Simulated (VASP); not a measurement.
# LiBe (P6_3/mmc) in VASP: further runs, part 2 of 2

VASP 6.6.1.

## 3. Relaxation of cell and atoms, PBE

This run uses another cell than the first one, of 11.67 Å³/atom.

INCAR reads:

```
SYSTEM = LiBe
ALGO     = Normal         ! electronic algorithm
EDIFF    = 1E-7           ! SCF threshold, eV
EDIFFG   = -0.02          ! ionic threshold
ENCUT    = 750            ! plane-wave cutoff, eV
GGA      = PE             ! functional
GGA_COMPAT= .FALSE.      
IBRION   = 2              ! ionic algorithm
ISIF     = 3              ! what is computed and relaxed
ISMEAR   = -1             ! smearing method
LASPH    = .TRUE.         ! aspherical terms in the spheres
LCHARG   = .FALSE.        ! write CHGCAR
LREAL    = .FALSE.        ! projectors in reciprocal space
LWAVE    = .FALSE.        ! write WAVECAR
NELM     = 120            ! most SCF steps
NELMIN   = 4            
NSW      = 60             ! ionic steps
PREC     = Accurate       ! precision mode
SIGMA    = 0.1            ! smearing width, eV
```

KPOINTS reads:

```
k-points
0
G
  15 15 8
  0 0 0
```

POSCAR reads:

```
LiBe
1.0
    3.2300000000      0.0000000000      0.0000000000
   -1.6150000000      2.7972620542      0.0000000000
    0.0000000000      0.0000000000      5.1680000000
Li Be
2 2
Direct
    0.0000000000      0.0000000000      0.0000000000
    0.0000000000      0.0000000000      0.5000000000
    0.3333333333      0.6666666667      0.2500000000
    0.6666666667      0.3333333333      0.7500000000
```

Potentials or basis: VASP PAW PBE potentials, release 64 (Li_sv, Be).

Command:

```sh
$ cat potpaw_PBE.64/Li_sv/POTCAR potpaw_PBE.64/Be/POTCAR > POTCAR
$ mpirun -np 1 vasp_std > vasp.out
```

OUTCAR:

```text
SYSTEM = LiBe
   EDIFF = 1E-7
   EDIFFG = -0.02
   ENCUT = 750
   GGA = PE
   IBRION = 2
   ISIF = 3
   ISMEAR = -1
   LASPH = .TRUE.
   LREAL = .FALSE.
   NELM = 120
   NELMIN = 4
   NSW = 60
   PREC = Accurate

 ion  position               nearest neighbor table
   1  0.000  0.000  0.000-   3 2.27   4 2.27   3 2.27   4 2.27   4 2.27   3 2.27   2 2.58   2 2.58

   2  0.000  0.000  0.500-   3 2.27   4 2.27   3 2.27   4 2.27   4 2.27   3 2.27   1 2.58   1 2.58

   3  0.333  0.667  0.250-   1 2.27   2 2.27   1 2.27   2 2.27   1 2.27   2 2.27
   4  0.667  0.333  0.750-   1 2.27   2 2.27   1 2.27   2 2.27   1 2.27   2 2.27

  LATTYP: Found a hexagonal cell.
 ALAT       =     3.2300000000
 C/A-ratio  =     1.6000000000

  Lattice vectors:

 A1 = (   3.2300000000,   0.0000000000,   0.0000000000)
 A2 = (  -1.6150000000,   2.7972620542,   0.0000000000)
 A3 = (   0.0000000000,   0.0000000000,   5.1680000000)

Analysis of symmetry for initial positions (statically):
=====================================================================
 Subroutine PRICEL returns:
 Original cell was already a primitive cell.

 Routine SETGRP: Setting up the symmetry group for a
 hexagonal supercell.

 Subroutine GETGRP returns: Found 24 space group operations
 (whereof 12 operations were pure point group operations)
 out of a pool of 24 trial point group operations.

The static configuration has the point symmetry D_3d.
 The point group associated with its full space group is D_6h.

Analysis of symmetry for dynamics (positions and initial velocities):
=====================================================================
 Subroutine PRICEL returns:
 Original cell was already a primitive cell.

 Routine SETGRP: Setting up the symmetry group for a
 hexagonal supercell.

 Subroutine GETGRP returns: Found 24 space group operations
 (whereof 12 operations were pure point group operations)
 out of a pool of 24 trial point group operations.

The dynamic configuration has the point symmetry D_3d.
 The point group associated with its full space group is D_6h.

 Subroutine INISYM returns: Found 24 space group operations
 (whereof 12 operations are pure point group operations),
[... 148 lines left out ...]

  energy without entropy =       -7.33851507  energy(sigma->0) =       -7.36805112

------------------------ aborting loop because EDIFF is reached ----------------------------------------

  FORCE on cell =-STRESS in cart. coord.  units (eV):
  Direction    XX          YY          ZZ          XY          YZ          ZX
  --------------------------------------------------------------------------------------
  -------------------------------------------------------------------------------------
  Total        1.3332548      1.3332548      4.8269272      0.0000000      0.0000000      0.0000000
  in kB       45.7473107     45.7473107    165.6239533      0.0000000      0.0000000      0.0000000
  external PRESSURE =      85.7061916 kB  Pullay stress =       0.0000000 kB
[... 95 lines left out ...]
  FREE ENERGIE OF THE ION-ELECTRON SYSTEM (eV)
  ---------------------------------------------------
  free  energy   TOTEN  =        -7.8336883988 eV

  energy  without entropy=       -7.7740680143  energy(sigma->0) =       -7.80387821

 E-fermi :   1.9095     XC(G=0):  -8.3872

 val. band max:        1.8559825614   @ k =   0.3333   0.2000   0.2500
 cond. band min:       1.9108669533   @ k =   0.3333  -0.0000   0.3750
 fundamental gap:      0.0548843920
 Fermi energy:         1.9095451298

 k-point     1 :       0.0000    0.0000    0.0000
  band No.  band energies     occupation
      1     -43.4429      2.00000
      2     -43.4415      2.00000
      3      -4.1748      2.00000
      4      -2.8998      2.00000
      5      -0.6350      2.00000
      6       3.4333      0.00000
      7       8.5456      0.00000
      8      10.0612      0.00000
      9      10.1045      0.00000
[... 265 lines left out ...]
 k-point    24 :       0.4000    0.2000    0.0000
  band No.  band energies     occupation
      1     -43.4280      2.00000
      2     -43.4268      2.00000
      3       0.0733      2.00000
      4       0.8514      1.99995
      5       1.4581      1.97834
      6       2.3662      0.02057
      7       2.7125      0.00065
      8       3.8758      0.00000
      9       4.3762      0.00000

 [... further k-points ...]

[... ionic steps 4 to 8 ...]

--------------------------------------- Ionic step        9  -------------------------------------------

 number of electron       9.9999951 magnetization

------------------------ aborting loop because EDIFF is reached ----------------------------------------
[... 71 lines left out ...]
--------------------------------------- Ionic step       11  -------------------------------------------

 number of electron      10.0000038 magnetization

 Free energy of the ion-electron system (eV)
  ---------------------------------------------------
  ext. energy  EPLUGINS =         0.00000000
  ---------------------------------------------------
  free energy    TOTEN  =       -10.03736664 eV

  energy without entropy =       -9.99771285  energy(sigma->0) =      -10.01753975

 E-fermi :   3.8457     XC(G=0):  -9.3468

 val. band max:        3.8425839623   @ k =   0.3333  -0.0000   0.3750
 cond. band min:       3.8541870467   @ k =   0.4667   0.0667   0.5000
 fundamental gap:      0.0116030844
 Fermi energy:         3.8456964275

 k-point     1 :       0.0000    0.0000    0.0000
  band No.  band energies     occupation
      1     -42.0653      2.00000
      2     -42.0621      2.00000
      3      -3.5778      2.00000
      4      -3.2842      2.00000
      5      -0.1047      2.00000
      6       1.3992      2.00000
      7       7.3061      0.00000
      8      13.2159      0.00000
      9      19.8298      0.00000
[... 307 lines left out ...]
  FREE ENERGIE OF THE ION-ELECTRON SYSTEM (eV)
  ---------------------------------------------------
  free  energy   TOTEN  =       -10.0373666435 eV

  energy  without entropy=       -9.9977128483  energy(sigma->0) =      -10.01753975

 reached required accuracy - stopping structural energy minimisation
```

CONTCAR:

```text
LiBe
   1.00000000000000
     2.3972934578138663   -0.0000000000000001   -0.0000000000000000
    -1.1986467289069331    2.0761170347882518    0.0000000000000000
     0.0000000000000000   -0.0000000000000000    8.2894049988624481
  Li              Be
     2     2
Direct
     0.0000000000000000    0.0000000000000000    0.0000000000000000
     0.0000000000000000    0.0000000000000000    0.5000000000000000
     0.3333333332999970    0.6666666667000030    0.2500000000000000
     0.6666666667000030    0.3333333332999970    0.7500000000000000

  0.00000000E+00  0.00000000E+00  0.00000000E+00
  0.00000000E+00  0.00000000E+00  0.00000000E+00
  0.00000000E+00  0.00000000E+00  0.00000000E+00
  0.00000000E+00  0.00000000E+00  0.00000000E+00
```

Wall time 16 min (1 thread of Intel Xeon 8259CL, shared host); peak memory 0.27 GiB.

Results:

```
Free energy                           : -10.0374 eV
Relaxed volume                        : 10.31 Å³/atom
Relaxed cell                          : a = 2.397 Å, b = 2.397 Å, c = 8.289 Å, α = 90.00°, β = 90.00°, γ = 120.00°
Space group after relaxing (to 0.1 Å) : P6_3/mmc (No. 194)
Energy gained by relaxing             : 659.9 meV/atom
Ionic steps                           : 11
Pressure after relaxing               : 0.0 GPa
Band gap on the k mesh                : zero (bands 5 and 6 overlap by 4.81 eV)
```

Stress tensor (GPa, compression positive):
```
 0.17  0.00  0.00
 0.00  0.17  0.00
 0.00  0.00 -0.30
```

The path:
```tsv
step	energy change (eV)	largest force (eV/Å)	pressure (GPa)	volume (Å³)
1	0.0000	0.0000	8.57	46.69
2	-0.2562	0.0000	3.76	51.01
3	-0.4361	0.0000	-1.43	58.89
4	-0.4410	0.0000	-2.21	60.72
5	-0.5877	0.0000	-2.70	60.13
6	-1.1543	0.0000	-4.43	57.40
7	-2.4415	0.0000	-7.83	48.51
8	-2.5501	0.0000	-4.66	44.04
9	-2.5507	0.0000	-4.95	44.35
10	-2.6360	0.0000	-1.05	41.83
11	-2.6398	0.0000	0.01	41.26
```

Final structure:
```xyz
4
Lattice="2.3973 0.0000 0.0000 -1.1986 2.0761 0.0000 0.0000 0.0000 8.2894" Properties=species:S:1:pos:R:3 pbc="T T T"
Li    0.0000    0.0000    0.0000
Li    0.0000    0.0000    4.1447
Be    0.0000    1.3841    2.0724
Be    1.1986    0.6920    6.2171
```

Levels at points of the mesh, in eV from the Fermi level:
| k point | band 3 | band 4 | band 5 | band 6 | band 7 | band 8 |
| --- | --- | --- | --- | --- | --- | --- |
| (0.00, 0.00, 0.00) | -7.42 | -7.13 | -3.95 | -2.45 | 3.46 | 9.37 |
| (0.00, 0.00, 0.50) | -7.29 | -7.29 | -3.23 | -3.23 | 5.38 | 5.38 |

Caveat: a cell axis changed by over 15 % at a fixed basis, so the end point is rough.
